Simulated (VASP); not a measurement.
# InSbTe3 (Pm-3m) in VASP: further runs

The runs below take InSbTe3 through single point, relaxation of cell and atoms, with PBE.

Program: VASP 6.6.1. These are calculated values, not measurements. Logs are shortened: lines on timing, memory, paths and dates and some standing lists are left out, and cuts for length are marked.

### 1 The cell of the first run

The structure is cubic, space group Pm-3m (No. 221). Conventional cell: a = 5.537 Å, b = 5.537 Å, c = 5.537 Å, α = 90.00°, β = 90.00°, γ = 90.00°. In (site symmetry m-3m) has 6 Te at 2.77 Å within 3.6 Å. Within 5.1 Å of Sb (site symmetry m-3m) lie 12 Te at 3.91 Å and 8 In at 4.79 Å. Within 3.6 Å of Te (site symmetry 4/mmm) lie 2 In at 2.77 Å.

### 2 Single point, PBE

File INCAR:

```
SYSTEM = InSbTe3
PREC = Accurate ; ENCUT = 520
EDIFF = 1E-6 ; ISMEAR = 0
SIGMA = 0.1 ; LREAL = .FALSE.
LASPH = .TRUE. ; NELM = 80
ALGO = Normal ; ISIF = 2
LWAVE = .FALSE. ; LCHARG = .FALSE.
GGA = PE ; NBANDS = 26
```

File KPOINTS:

```
regular mesh
0
G
  4 4 4
  0 0 0
```

File POSCAR:

```
InSbTe3
1.0
    5.5365298400      0.0000000000      0.0000000000
    0.0000000000      5.5365298400      0.0000000000
    0.0000000000      0.0000000000      5.5365298400
In Sb Te
1 1 3
Direct
    0.5000000000      0.5000000000      0.5000000000
    0.0000000000      0.0000000000      0.0000000000
    0.0000000000      0.5000000000      0.5000000000
    0.5000000000      0.5000000000      0.0000000000
    0.5000000000      0.0000000000      0.5000000000
```

Potentials or basis: VASP PAW PBE potentials, release 64 (In_d, Sb, Te).

Run with:

```sh
$ cat potpaw_PBE.64/In_d/POTCAR potpaw_PBE.64/Sb/POTCAR potpaw_PBE.64/Te/POTCAR > POTCAR
$ mpirun -np 1 vasp_std > vasp.out
```

OUTCAR:

```text
SYSTEM = InSbTe3
   PREC = Accurate
   ENCUT = 520
   EDIFF = 1E-6
   ISMEAR = 0
   LREAL = .FALSE.
   LASPH = .TRUE.
   NELM = 80
   ISIF = 2
   GGA = PE

 ion  position               nearest neighbor table
   1  0.500  0.500  0.500-   3 2.77   4 2.77   5 2.77   4 2.77   5 2.77   3 2.77
   2  0.000  0.000  0.000-
   3  0.000  0.500  0.500-   1 2.77   1 2.77
   4  0.500  0.500  0.000-   1 2.77   1 2.77
   5  0.500  0.000  0.500-   1 2.77   1 2.77

  LATTYP: Found a simple cubic cell.
 ALAT       =     5.5365298400

  Lattice vectors:

 A1 = (   5.5365298400,   0.0000000000,   0.0000000000)
 A2 = (   0.0000000000,   5.5365298400,   0.0000000000)
 A3 = (   0.0000000000,   0.0000000000,   5.5365298400)

Analysis of symmetry for initial positions (statically):
=====================================================================
 Subroutine PRICEL returns:
 Original cell was already a primitive cell.

 Routine SETGRP: Setting up the symmetry group for a
 simple cubic supercell.

 Subroutine GETGRP returns: Found 48 space group operations
 (whereof 48 operations were pure point group operations)
 out of a pool of 48 trial point group operations.

The static configuration has the point symmetry O_h .

Analysis of symmetry for dynamics (positions and initial velocities):
=====================================================================
 Subroutine PRICEL returns:
 Original cell was already a primitive cell.

 Routine SETGRP: Setting up the symmetry group for a
 simple cubic supercell.

 Subroutine GETGRP returns: Found 48 space group operations
 (whereof 48 operations were pure point group operations)
 out of a pool of 48 trial point group operations.

The dynamic configuration has the point symmetry O_h .

 Subroutine INISYM returns: Found 48 space group operations
 (whereof 48 operations are pure point group operations),
 and found     1 'primitive' translations

----------------------------------------------------------------------------------------

                                     Primitive cell

  volume of cell :     169.7121

  direct lattice vectors                    reciprocal lattice vectors
     5.536529840  0.000000000  0.000000000     0.180618551  0.000000000  0.000000000
     0.000000000  5.536529840  0.000000000     0.000000000  0.180618551  0.000000000
     0.000000000  0.000000000  5.536529840     0.000000000  0.000000000  0.180618551

  length of vectors
     5.536529840  5.536529840  5.536529840     0.180618551  0.180618551  0.180618551

  position of ions in fractional coordinates (direct lattice)
     0.500000000  0.500000000  0.500000000
     0.000000000  0.000000000  0.000000000
     0.000000000  0.500000000  0.500000000
     0.500000000  0.500000000  0.000000000
     0.500000000  0.000000000  0.500000000

  ion indices of the primitive-cell ions
   primitive index   ion index
                 1           1
                 2           2
                 3           3
                 4           4
                 5           5

----------------------------------------------------------------------------------------

 KPOINTS: regular mesh

Automatic generation of k-mesh.
 Grid dimensions read from file:
 generate k-points for:    4    4    4

 Generating k-lattice:

  Cartesian coordinates                     Fractional coordinates (reciprocal lattice)
     0.045154638  0.000000000  0.000000000     0.250000000  0.000000000  0.000000000
     0.000000000  0.045154638  0.000000000     0.000000000  0.250000000  0.000000000
     0.000000000  0.000000000  0.045154638     0.000000000  0.000000000  0.250000000

  Length of vectors
     0.045154638  0.045154638  0.045154638

  Shift w.r.t. Gamma in fractional coordinates (k-lattice)
     0.000000000  0.000000000  0.000000000

 Subroutine IBZKPT returns following result:
 ===========================================

 Found     10 irreducible k-points:

 Following reciprocal coordinates:
            Coordinates               Weight
  0.000000  0.000000  0.000000      1.000000
  0.250000  0.000000  0.000000      6.000000
  0.500000  0.000000  0.000000      3.000000
  0.250000  0.250000  0.000000     12.000000
  0.500000  0.250000  0.000000     12.000000
  0.500000  0.500000  0.000000      3.000000
  0.250000  0.250000  0.250000      8.000000
  0.500000  0.250000  0.250000     12.000000
  0.500000  0.500000  0.250000      6.000000
  0.500000  0.500000  0.500000      1.000000
   k-points           NKPTS =     10   k-points in BZ     NKDIM =     10   number of bands    NBANDS=     26
   number of dos      NEDOS =    301   number of ions     NIONS =      5
   total plane-waves  NPLWV =  74088
   dimension x,y,z NGX =    42 NGY =   42 NGZ =   42
   dimension x,y,z NGXF=    84 NGYF=   84 NGZF=   84
   ions per type =               1   1   3
   NGX,Y,Z   is equivalent  to a cutoff of  12.61, 12.61, 12.61 a.u.
   NGXF,Y,Z  is equivalent  to a cutoff of  25.22, 25.22, 25.22 a.u.
 SYSTEM =  InSbTe3
   PREC   = accura    normal or accurate (medium, high low for compatibility)
   ISTART =      0    job   : 0-new  1-cont  2-samecut
   ICHARG =      2    charge: 1-file 2-atom 10-const
   ISPIN  =      1    spin polarized calculation?
   LNONCOLLINEAR =      F non collinear calculations
   LSORBIT =      F    spin-orbit coupling
   LASPH  =      T    aspherical Exc in radial PAW
   ENCUT  =  520.0 eV  38.22 Ry    6.18 a.u.  10.29 10.29 10.29*2*pi/ulx,y,z
   NELM   =     80;   NELMIN=  2; NELMDL= -5     # of ELM steps
   EDIFF  = 0.1E-05   stopping-criterion for ELM
   LREAL  =      F    real-space projection
   EDIFFG = 0.1E-04   stopping-criterion for IOM
   NSW    =      0    number of steps for IOM
   IBRION =     -1    ionic relax: 0-MD 1-quasi-New 2-CG
   NFREE  =      0    steps in history (QN), initial steepest desc. (CG)
   ISIF   =      2    stress and relaxation
   ISYM   =      2    0-nonsym 1-usesym 2-fastsym
   POTIM  = 0.5000    time-step for ionic-motion
   TEBEG  =    0.0;   TEEND  =   0.0 temperature during run
   PSTRESS=    0.0 pullay stress
   NELECT =      36.0000    total number of electrons
   NUPDOWN=      -1.0000    fix difference up-down
   EMIN   =  10.00;   EMAX   =-10.00  energy-range for DOS
   EFERMI =   0.00;   METHOD = LEGACY
[... 4 lines left out ...]
     AMIX     =   0.40;   BMIX     =  1.00
     AMIX_MAG =   1.60;   BMIX_MAG =  1.00
  volume/ion in A,a.u.               =      33.94       229.05
  Fermi-wavevector in a.u.,A,eV,Ry     =   0.976348  1.845030 12.969830  0.953256
  Thomas-Fermi vector in A             =   2.106960
   LORBIT       =      0    0 simple, 1 ext, 2 COOP (PROOUT), +10 PAW based schemes
   GGA     = PE    functional components
   LHFCALC =     F    Hartree Fock is set to
   AEXX    =    0.0000 exact exchange contribution
   IVDW    =     0    specifies the selected vdW correction
   LEPSILON=     F    determine dielectric tensor
   LRPA    =     F    only Hartree local field effects (RPA)
 non-spin polarized calculation
 Gauss-broadening in eV      SIGMA  =   0.10
  energy-cutoff  :      520.00
  volume of cell :      169.71
 maximum number of plane-waves:      4632
 NGX is ok and might be reduce to    42
   NGX = 21   NGY = 21   NGZ = 21

 number of electron      36.0000015 magnetization

 Free energy of the ion-electron system (eV)
  ---------------------------------------------------
  ext. energy  EPLUGINS =         0.00000000
  ---------------------------------------------------
  free energy    TOTEN  =       -13.37562711 eV

  energy without entropy =      -13.34267124  energy(sigma->0) =      -13.35914918

 E-fermi :   5.1537     XC(G=0):  -9.0769

 val. band max:        5.1364031126   @ k =   0.5000   0.5000   0.5000
 cond. band min:       5.1993786276   @ k =   0.5000   0.2500   0.2500
 fundamental gap:      0.0629755150
 Fermi energy:         5.1536526450

 k-point     1 :       0.0000    0.0000    0.0000
  band No.  band energies     occupation
      1      -9.9193      2.00000
      2      -9.9193      2.00000
      3      -9.6234      2.00000
      4      -9.6234      2.00000
      5      -9.6234      2.00000
      6      -7.1099      2.00000
[... 18 lines left out ...]
     25       9.6231      0.00000
     26       9.6231      0.00000

 k-point     2 :       0.2500    0.0000    0.0000
  band No.  band energies     occupation
      1      -9.9191      2.00000
      2      -9.8921      2.00000
      3      -9.6264      2.00000
      4      -9.6264      2.00000
      5      -9.6234      2.00000
      6      -6.8977      2.00000
[... 18 lines left out ...]
     25      10.4075      0.00000
     26      10.7670      0.00000

 k-point     3 :       0.5000    0.0000    0.0000
  band No.  band energies     occupation
      1      -9.9189      2.00000
      2      -9.8649      2.00000
      3      -9.6293      2.00000
      4      -9.6293      2.00000
      5      -9.6234      2.00000
      6      -6.4914      2.00000
[... 18 lines left out ...]
     25      11.1039      0.00000
     26      11.8947      0.00000

 k-point     4 :       0.2500    0.2500    0.0000
  band No.  band energies     occupation
      1      -9.9060      2.00000
      2      -9.8765      2.00000
      3      -9.6295      2.00000
      4      -9.6264      2.00000
      5      -9.6263      2.00000
      6      -6.6938      2.00000
[... 18 lines left out ...]
     25      10.9257      0.00000
     26      11.0167      0.00000

 k-point     5 :       0.5000    0.2500    0.0000
  band No.  band energies     occupation
      1      -9.9025      2.00000
      2      -9.8511      2.00000
      3      -9.6325      2.00000
      4      -9.6293      2.00000
      5      -9.6263      2.00000
      6      -6.2909      2.00000
[... 18 lines left out ...]
     25      11.5424      0.00000
     26      11.6043      0.00000

 k-point     6 :       0.5000    0.5000    0.0000
  band No.  band energies     occupation
      1      -9.8938      2.00000
      2      -9.8292      2.00000
      3      -9.6357      2.00000
      4      -9.6293      2.00000
      5      -9.6293      2.00000
      6      -5.7712      2.00000
[... 18 lines left out ...]
     25      11.8533      0.00000
     26      12.6258      0.00000

 k-point     7 :       0.2500    0.2500    0.2500
  band No.  band energies     occupation
      1      -9.8764      2.00000
      2      -9.8764      2.00000
      3      -9.6295      2.00000
      4      -9.6294      2.00000
      5      -9.6294      2.00000
      6      -6.5026      2.00000
[... 18 lines left out ...]
     25      11.1156      0.00000
     26      11.5091      0.00000

 k-point     8 :       0.5000    0.2500    0.2500
  band No.  band energies     occupation
      1      -9.8762      2.00000
      2      -9.8464      2.00000
      3      -9.6325      2.00000
      4      -9.6324      2.00000
      5      -9.6294      2.00000
      6      -6.1166      2.00000
[... 18 lines left out ...]
     25      11.2291      0.00000
     26      11.4971      0.00000

 k-point     9 :       0.5000    0.5000    0.2500
  band No.  band energies     occupation
      1      -9.8618      2.00000
      2      -9.8292      2.00000
      3      -9.6356      2.00000
      4      -9.6324      2.00000
      5      -9.6324      2.00000
      6      -5.6743      2.00000
[... 18 lines left out ...]
     25      10.9926      0.00000
     26      11.9073      0.00000

 k-point    10 :       0.5000    0.5000    0.5000
  band No.  band energies     occupation
      1      -9.8292      2.00000
      2      -9.8292      2.00000
      3      -9.6356      2.00000
      4      -9.6356      2.00000
      5      -9.6356      2.00000
      6      -5.5489      2.00000
[... 18 lines left out ...]
     25      10.5325      0.00000
     26      11.0601      0.00000

------------------------ aborting loop because EDIFF is reached ----------------------------------------

  FORCE on cell =-STRESS in cart. coord.  units (eV):
  Direction    XX          YY          ZZ          XY          YZ          ZX
  --------------------------------------------------------------------------------------
  -------------------------------------------------------------------------------------
  Total        1.8211996      1.8211996      1.8211996     -0.0000000     -0.0000000      0.0000000
  in kB       17.1931396     17.1931396     17.1931396     -0.0000000     -0.0000000      0.0000000
  external PRESSURE =      17.1931396 kB  Pullay stress =       0.0000000 kB

 VOLUME and BASIS-vectors are now :
 -----------------------------------------------------------------------------
  energy-cutoff  :      520.00
  volume of cell :      169.71
      direct lattice vectors                 reciprocal lattice vectors
     5.536529840  0.000000000  0.000000000     0.180618551  0.000000000  0.000000000
     0.000000000  5.536529840  0.000000000     0.000000000  0.180618551  0.000000000
     0.000000000  0.000000000  5.536529840     0.000000000  0.000000000  0.180618551

 POSITION                                       TOTAL-FORCE (eV/Angst)
 -----------------------------------------------------------------------------------
      2.76826      2.76826      2.76826         0.000000      0.000000      0.000000
      0.00000      0.00000      0.00000         0.000000      0.000000      0.000000
      0.00000      2.76826      2.76826         0.000000      0.000000      0.000000
      2.76826      2.76826      0.00000         0.000000      0.000000      0.000000
      2.76826      0.00000      2.76826         0.000000      0.000000      0.000000
 -----------------------------------------------------------------------------------
    total drift:                                0.000000     -0.000000     -0.000000

  FREE ENERGIE OF THE ION-ELECTRON SYSTEM (eV)
  ---------------------------------------------------
  free  energy   TOTEN  =       -13.3756271130 eV

  energy  without entropy=      -13.3426712436  energy(sigma->0) =      -13.35914918
```

It took 20 s on 1 thread of Intel Xeon 6975P-C (Granite Rapids), shared host; peak memory 0.28 GiB.

Results:

* Free energy: -13.3756 eV
* Pressure: 1.7 GPa
* Band gap on the k mesh: zero (band 18 reaches 5.84 eV, above the bottom of band 19 at 4.43 eV)

Levels at points of the mesh, in eV from the Fermi level:
| k point | band 15 | band 16 | band 17 | band 18 | band 19 | band 20 | band 21 | band 22 |
| --- | --- | --- | --- | --- | --- | --- | --- | --- |
| (0.00, 0.00, 0.00) | -1.31 | -1.31 | -0.73 | -0.73 | -0.73 | 1.55 | 1.55 | 1.55 |
| (0.50, 0.00, 0.00) | -1.47 | -1.25 | -0.64 | -0.53 | -0.53 | 0.71 | 0.71 | 2.52 |
| (0.50, 0.50, 0.00) | -1.43 | -1.43 | -0.63 | -0.06 | 0.64 | 0.90 | 0.90 | 3.63 |
| (0.50, 0.50, 0.50) | -0.02 | 0.68 | 0.68 | 0.68 | 1.37 | 1.37 | 1.37 | 3.02 |

Caveat: spin-orbit coupling is left out, which moves the levels of the heavy elements.

(Part 1 of 2 ends here.)
